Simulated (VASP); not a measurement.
# Zn (P6_3/mmc) in VASP: further runs

The runs below take Zn through single point, with r2SCAN.

Everything below comes from runs of VASP 6.6.1. Logs are shortened: lines on timing, memory, paths and dates and some standing lists are left out, and cuts for length are marked.

### 1 The cell of the first run

It takes space group P6_3/mmc (No. 194, hexagonal). Conventional cell: a = 2.619 Å, b = 2.619 Å, c = 4.839 Å, α = 90.00°, β = 90.00°, γ = 120.00°. Zn (site symmetry -6m2) has 12 Zn at 2.62 to 2.85 Å within 3.5 Å.

### 2 Single point, r2SCAN

POSCAR reads:

```
Zn
1.0
    2.6187264646      0.0000000000      0.0000000000
   -1.3093632323      2.2678836439      0.0000000000
    0.0000000000      0.0000000000      4.8388970683
Zn
2
Direct
    0.3333333333      0.6666666667      0.2500000000
    0.6666666667      0.3333333333      0.7500000000
```

INCAR.step1 reads:

```
ALGO = Normal
EDIFF = 1E-4
ENCUT = 520
GGA = PE
ISMEAR = 1
LASPH = T
LCHARG = F
LREAL = F
LWAVE = T
NBANDS = 19
NELM = 60
PREC = Accurate
SIGMA = 1.0
```

INCAR.step2 reads:

```
ALGO = Normal
EDIFF = 1E-6
ENCUT = 520
ISIF = 2
ISMEAR = 1
ISTART = 1
LASPH = T
LCHARG = F
LMIXTAU = T
LREAL = F
LWAVE = F
METAGGA = R2SCAN
NBANDS = 19
NELM = 60
PREC = Accurate
SIGMA = 1.0
```

KPOINTS reads:

```
k-points
0
Gamma
  14 14 7
```

Potentials or basis: VASP PAW PBE potentials, release 64 (Zn).

Run with:

```sh
$ cat potpaw_PBE.64/Zn/POTCAR > POTCAR
$ cp INCAR.step1 INCAR
$ mpirun -np 1 vasp_std > vasp.out
$ cp INCAR.step2 INCAR
$ mpirun -np 1 vasp_std > vasp.out
```

OUTCAR:

```text
EDIFF = 1E-6
   ENCUT = 520
   ISIF = 2
   ISMEAR = 1
   ISTART = 1
   LASPH = T
   LREAL = F
   METAGGA = R2SCAN
   NELM = 60
   PREC = Accurate

 ion  position               nearest neighbor table
   1  0.333  0.667  0.250-   2 2.85   2 2.85   2 2.85   2 2.85   2 2.85   2 2.85
   2  0.667  0.333  0.750-   1 2.85   1 2.85   1 2.85   1 2.85   1 2.85   1 2.85

  LATTYP: Found a hexagonal cell.
 ALAT       =     2.6187264646
 C/A-ratio  =     1.8478054633

  Lattice vectors:

 A1 = (   2.6187264646,   0.0000000000,   0.0000000000)
 A2 = (  -1.3093632323,   2.2678836439,   0.0000000000)
 A3 = (   0.0000000000,   0.0000000000,   4.8388970683)

Analysis of symmetry for initial positions (statically):
=====================================================================
 Subroutine PRICEL returns:
 Original cell was already a primitive cell.

 Routine SETGRP: Setting up the symmetry group for a
 hexagonal supercell.

 Subroutine GETGRP returns: Found 24 space group operations
 (whereof 12 operations were pure point group operations)
 out of a pool of 24 trial point group operations.

The static configuration has the point symmetry D_3d.
 The point group associated with its full space group is D_6h.

Analysis of symmetry for dynamics (positions and initial velocities):
=====================================================================
 Subroutine PRICEL returns:
 Original cell was already a primitive cell.

 Routine SETGRP: Setting up the symmetry group for a
 hexagonal supercell.

 Subroutine GETGRP returns: Found 24 space group operations
 (whereof 12 operations were pure point group operations)
 out of a pool of 24 trial point group operations.

The dynamic configuration has the point symmetry D_3d.
 The point group associated with its full space group is D_6h.

 Subroutine INISYM returns: Found 24 space group operations
 (whereof 12 operations are pure point group operations),
 and found     1 'primitive' translations

----------------------------------------------------------------------------------------

                                     Primitive cell

  volume of cell :      28.7380

  direct lattice vectors                    reciprocal lattice vectors
     2.618726465  0.000000000  0.000000000     0.381865007  0.220469865  0.000000000
    -1.309363232  2.267883644  0.000000000     0.000000000  0.440939729  0.000000000
     0.000000000  0.000000000  4.838897068     0.000000000  0.000000000  0.206658663

  length of vectors
     2.618726465  2.618726465  4.838897068     0.440939729  0.440939729  0.206658663

  position of ions in fractional coordinates (direct lattice)
     0.333333333  0.666666667  0.250000000
     0.666666667  0.333333333  0.750000000

  ion indices of the primitive-cell ions
   primitive index   ion index
                 1           1
                 2           2

----------------------------------------------------------------------------------------

 KPOINTS: k-points

Automatic generation of k-mesh.
 Grid dimensions read from file:
 generate k-points for:   14   14    7

 Generating k-lattice:

  Cartesian coordinates                     Fractional coordinates (reciprocal lattice)
     0.027276072  0.015747847  0.000000000     0.071428571  0.000000000  0.000000000
     0.000000000  0.031495695  0.000000000     0.000000000  0.071428571  0.000000000
     0.000000000  0.000000000  0.029522666     0.000000000  0.000000000  0.142857143

  Length of vectors
     0.031495695  0.031495695  0.029522666

  Shift w.r.t. Gamma in fractional coordinates (k-lattice)
     0.000000000  0.000000000  0.000000000

 Subroutine IBZKPT returns following result:
 ===========================================

 Found     96 irreducible k-points:

 Following reciprocal coordinates:
            Coordinates               Weight
  0.000000  0.000000  0.000000      1.000000
  0.071429 -0.000000  0.000000      6.000000
  0.142857  0.000000  0.000000      6.000000
  0.214286  0.000000  0.000000      6.000000
  0.285714  0.000000  0.000000      6.000000
  0.357143  0.000000  0.000000      6.000000
[... 16 lines left out ...]
  0.285714  0.285714  0.000000      6.000000
  0.357143  0.285714  0.000000      6.000000
 [... further k-points ...]
   k-points           NKPTS =     96   k-points in BZ     NKDIM =     96   number of bands    NBANDS=     19
   number of dos      NEDOS =    301   number of ions     NIONS =      2
   total plane-waves  NPLWV =  14400
   dimension x,y,z NGX =    20 NGY =   20 NGZ =   36
   dimension x,y,z NGXF=    40 NGYF=   40 NGZF=   72
   ions per type =               2
   NGX,Y,Z   is equivalent  to a cutoff of  12.70, 12.70, 12.37 a.u.
   NGXF,Y,Z  is equivalent  to a cutoff of  25.39, 25.39, 24.74 a.u.
 SYSTEM =  unknown system
   PREC   = accura    normal or accurate (medium, high low for compatibility)
   ISTART =      1    job   : 0-new  1-cont  2-samecut
   ICHARG =      0    charge: 1-file 2-atom 10-const
   ISPIN  =      1    spin polarized calculation?
   LNONCOLLINEAR =      F non collinear calculations
   LSORBIT =      F    spin-orbit coupling
   LASPH  =      T    aspherical Exc in radial PAW
   ENCUT  =  520.0 eV  38.22 Ry    6.18 a.u.   4.87  4.87  9.00*2*pi/ulx,y,z
   NELM   =     60;   NELMIN=  2; NELMDL=  0     # of ELM steps
   EDIFF  = 0.1E-05   stopping-criterion for ELM
   LREAL  =      F    real-space projection
   EDIFFG = 0.1E-04   stopping-criterion for IOM
   NSW    =      0    number of steps for IOM
   IBRION =     -1    ionic relax: 0-MD 1-quasi-New 2-CG
   NFREE  =      0    steps in history (QN), initial steepest desc. (CG)
   ISIF   =      2    stress and relaxation
   ISYM   =      2    0-nonsym 1-usesym 2-fastsym
   POTIM  = 0.5000    time-step for ionic-motion
   TEBEG  =    0.0;   TEEND  =   0.0 temperature during run
   PSTRESS=    0.0 pullay stress
   NELECT =      24.0000    total number of electrons
   NUPDOWN=      -1.0000    fix difference up-down
   EMIN   =  10.00;   EMAX   =-10.00  energy-range for DOS
   EFERMI =   0.00;   METHOD = LEGACY
   ISMEAR =     1;   SIGMA  =   1.00  broadening in eV -4-tet -1-fermi 0-gaus
   EFERMI_NEDOS =   21; number of points for ismear=-14 and -15
   IALGO  =     38    algorithm
   IMIX   =      4    mixing-type and parameters
     AMIX     =   0.40;   BMIX     =  1.00
     AMIX_MAG =   1.60;   BMIX_MAG =  1.00
  volume/ion in A,a.u.               =      14.37        96.97
  Fermi-wavevector in a.u.,A,eV,Ry     =   1.541675  2.913343 32.337805  2.376762
  Thomas-Fermi vector in A             =   2.647587
   LORBIT       =      0    0 simple, 1 ext, 2 COOP (PROOUT), +10 PAW based schemes
   METAGGA = R2SCAN    functional components
   LHFCALC =     F    Hartree Fock is set to
   AEXX    =    0.0000 exact exchange contribution
   IVDW    =     0    specifies the selected vdW correction
   LEPSILON=     F    determine dielectric tensor
   LRPA    =     F    only Hartree local field effects (RPA)
 non-spin polarized calculation
 Methfessel and Paxton  Order N= 1 SIGMA  =   1.00
  energy-cutoff  :      520.00
  volume of cell :       28.74
 maximum number of plane-waves:       796
 NGX is ok and might be reduce to    20
   NGX =  9   NGY =  9   NGZ = 17

 number of electron      24.0000039 magnetization

 Free energy of the ion-electron system (eV)
  ---------------------------------------------------
  ext. energy  EPLUGINS =         0.00000000
  ---------------------------------------------------
  free energy    TOTEN  =       -17.78971462 eV

  energy without entropy =      -17.80594657  energy(sigma->0) =      -17.79512527

 E-fermi :   3.3994     XC(G=0): -12.9820

 val. band max:        3.2650519847   @ k =   0.2143   0.1429   0.0000
 cond. band min:       3.4320211618   @ k =   0.2143   0.0000   0.1429
 fundamental gap:      0.1669691771
 Fermi energy:         3.3994419185

 k-point     1 :       0.0000    0.0000    0.0000
  band No.  band energies     occupation
      1      -7.9486      2.00000
      2      -5.8364      2.00000
      3      -5.0057      2.00000
      4      -4.7467      2.00000
      5      -4.7466      2.00000
      6      -4.6879      2.00000
[... 11 lines left out ...]
     18      24.0504      0.00000
     19      24.1164      0.00000

 k-point     2 :       0.0714   -0.0000    0.0000
  band No.  band energies     occupation
      1      -7.7844      2.00000
      2      -5.7634      2.00000
      3      -4.9893      2.00000
      4      -4.7633      2.00000
      5      -4.7070      2.00000
      6      -4.7063      2.00000
[... 11 lines left out ...]
     18      22.8991     -0.00000
     19      25.5992      0.00000

 k-point     3 :       0.1429    0.0000    0.0000
  band No.  band energies     occupation
      1      -7.3025      2.00000
      2      -5.5772      2.00000
      3      -4.9626      2.00000
      4      -4.7982      2.00000
      5      -4.7240      2.00000
      6      -4.5944      2.00000
[... 11 lines left out ...]
     18      21.5948     -0.00000
     19      22.9958     -0.00000

 k-point     4 :       0.2143    0.0000    0.0000
  band No.  band energies     occupation
      1      -6.5586      2.00000
      2      -5.4002      2.00000
      3      -4.9299      2.00000
      4      -4.8380      2.00000
      5      -4.7922      2.00000
      6      -4.6098      2.00000
[... 11 lines left out ...]
     18      20.3709     -0.00000
     19      20.6771     -0.00000

 k-point     5 :       0.2857    0.0000    0.0000
  band No.  band energies     occupation
      1      -5.8135      2.00000
      2      -5.3874      2.00000
      3      -5.0257      2.00000
      4      -4.8278      2.00000
      5      -4.7140      2.00000
      6      -4.5871      2.00000
[... 11 lines left out ...]
     18      19.6645     -0.00000
     19      21.6566     -0.00000

 k-point     6 :       0.3571    0.0000    0.0000
  band No.  band energies     occupation
      1      -5.5623      2.00000
      2      -5.4509      2.00000
      3      -5.1962      2.00000
      4      -4.7084      2.00000
      5      -4.6835      2.00000
      6      -4.5510      2.00000
[... 11 lines left out ...]
     18      19.1617     -0.00000
     19      21.3060     -0.00000

 k-point     7 :       0.4286    0.0000    0.0000
  band No.  band energies     occupation
      1      -5.5795      2.00000
      2      -5.4900      2.00000
      3      -5.2975      2.00000
      4      -4.7496      2.00000
      5      -4.6191      2.00000
      6      -4.5841      2.00000
[... 11 lines left out ...]
     18      18.8630     -0.00000
     19      20.6651     -0.00000

 k-point     8 :       0.5000    0.0000    0.0000
  band No.  band energies     occupation
      1      -5.6000      2.00000
      2      -5.5046      2.00000
      3      -5.3308      2.00000
      4      -4.7731      2.00000
      5      -4.5958      2.00000
      6      -4.5873      2.00000
[... 256 lines left out ...]
 k-point    20 :       0.2143    0.2143    0.0000
  band No.  band energies     occupation
      1      -5.1656      2.00000
      2      -5.1384      2.00000
      3      -5.0966      2.00000
      4      -4.9327      2.00000
      5      -4.7639      2.00000
      6      -4.7422      2.00000
[... 11 lines left out ...]
     18      15.2178     -0.00000
     19      16.4969     -0.00000

 k-point    21 :       0.2857    0.2143    0.0000
  band No.  band energies     occupation
      1      -5.2011      2.00000
      2      -5.1934      2.00000
      3      -5.1074      2.00000
      4      -4.7922      2.00000
      5      -4.7256      2.00000
      6      -4.6358      2.00000
[... 11 lines left out ...]
     18      14.2772     -0.00000
     19      15.5113     -0.00000

 k-point    22 :       0.3571    0.2143    0.0000
  band No.  band energies     occupation
      1      -5.2432      2.00000
      2      -5.2180      2.00000
      3      -5.1237      2.00000
      4      -4.7735      2.00000
      5      -4.7075      2.00000
      6      -4.6255      2.00000
[... 11 lines left out ...]
     18      13.9380     -0.00000
     19      15.1599     -0.00000

 k-point    23 :       0.2857    0.2857    0.0000
  band No.  band energies     occupation
      1      -5.1850      2.00000
      2      -5.0937      2.00000
      3      -5.0275      2.00000
      4      -4.8038      2.00000
      5      -4.7681      2.00000
      6      -4.7035      2.00000
[... 11 lines left out ...]
     18      11.9285     -0.00000
     19      13.6554     -0.00000

 k-point    24 :       0.3571    0.2857    0.0000
  band No.  band energies     occupation
      1      -5.1767      2.00000
      2      -5.0565      2.00000
      3      -4.9941      2.00000
      4      -4.8022      2.00000
      5      -4.7791      2.00000
      6      -4.7652      2.00000
[... 11 lines left out ...]
     18      11.5487     -0.00000
     19      13.1711     -0.00000

 [... further k-points ...]
[... 5 lines left out ...]
  --------------------------------------------------------------------------------------
  -------------------------------------------------------------------------------------
  Total        0.0795893      0.0795893      0.0786233      0.0000000     -0.0000000      0.0000000
  in kB        4.4371915      4.4371915      4.3833342      0.0000000     -0.0000000      0.0000000
  external PRESSURE =       4.4192390 kB  Pullay stress =       0.0000000 kB

 VOLUME and BASIS-vectors are now :
 -----------------------------------------------------------------------------
  energy-cutoff  :      520.00
  volume of cell :       28.74
      direct lattice vectors                 reciprocal lattice vectors
     2.618726465  0.000000000  0.000000000     0.381865007  0.220469865  0.000000000
    -1.309363232  2.267883644  0.000000000     0.000000000  0.440939729  0.000000000
     0.000000000  0.000000000  4.838897068     0.000000000  0.000000000  0.206658663

 POSITION                                       TOTAL-FORCE (eV/Angst)
 -----------------------------------------------------------------------------------
     -0.00000      1.51192      1.20972        -0.000000     -0.000000      0.000000
      1.30936      0.75596      3.62917         0.000000      0.000000      0.000000
 -----------------------------------------------------------------------------------
    total drift:                                0.000000     -0.000000      0.000000

  FREE ENERGIE OF THE ION-ELECTRON SYSTEM (eV)
  ---------------------------------------------------
  free  energy   TOTEN  =       -17.7897146173 eV

  energy  without entropy=      -17.8059465712  energy(sigma->0) =      -17.79512527
```

It took 2.6 min on 1 thread of Intel Xeon Platinum 8375C at 2.90GHz (Ice Lake), shared host; peak memory 0.17 GiB.

What came out:

* Free energy: -17.7897 eV
* Pressure: 0.4 GPa
* Band gap on the k mesh: zero (bands 12 and 13 overlap by 4.50 eV)

Caveat: so wide a smearing shifts energies and pressures; the PAW data sets were made with another functional, which shifts forces and pressure a little.

### 3 Single point, r2SCAN

POSCAR is that of step 2.

INCAR.step1 reads:

```
SYSTEM = Zn
ALGO = Normal
EDIFF = 1E-4
ENCUT = 520
GGA = PE
ISMEAR = 1
LASPH = .True.
LCHARG = .False.
LREAL = .False.
LWAVE = .True.
NBANDS = 19
NELM = 80
PREC = Accurate
SIGMA = 0.01
```

INCAR.step2 reads:

```
SYSTEM = Zn
ALGO = Normal
EDIFF = 1E-6
ENCUT = 520
ISIF = 2
ISMEAR = 1
ISTART = 1
LASPH = .True.
LCHARG = .False.
LMIXTAU = .True.
LREAL = .False.
LWAVE = .False.
METAGGA = R2SCAN
NBANDS = 19
NELM = 80
PREC = Accurate
SIGMA = 0.01
```

KPOINTS reads:

```
k-points
0
Gamma
  14 14 7
  0 0 0
```

Potentials or basis: VASP PAW PBE potentials, release 64 (Zn).

Run with:

```sh
$ cat potpaw_PBE.64/Zn/POTCAR > POTCAR
$ cp INCAR.step1 INCAR
$ mpirun -np 1 vasp_std > vasp.out
$ cp INCAR.step2 INCAR
$ mpirun -np 1 vasp_std > vasp.out
```

It took 3.2 min on 1 thread of Intel Xeon Platinum 8375C at 2.90GHz (Ice Lake), shared host; peak memory 0.17 GiB.

The run converged. Its results:

```yaml
Free_energy: -17.7929 eV
Pressure: 0.5 GPa
Band_gap_on_the_k_mesh: zero (bands 12 and 13 overlap by 4.50 eV)
```

Stress tensor (GPa, compression positive):
```
 1.43  0.00  0.00
 0.00  1.43  0.00
 0.00  0.00 -1.36
```

Levels at points of the mesh, in eV from the Fermi level:
```tsv
k point	band 10	band 11	band 12	band 13	band 14	band 15
(0.00, 0.00, 0.00)	-7.36	-7.36	-3.96	-2.89	15.22	18.77
(0.50, 0.00, 0.00)	-7.14	-3.08	-2.17	3.14	3.94	4.96
```

Caveat: the PAW data sets were made with another functional, which shifts forces and pressure a little.

(Part 1 of 2 ends here.)
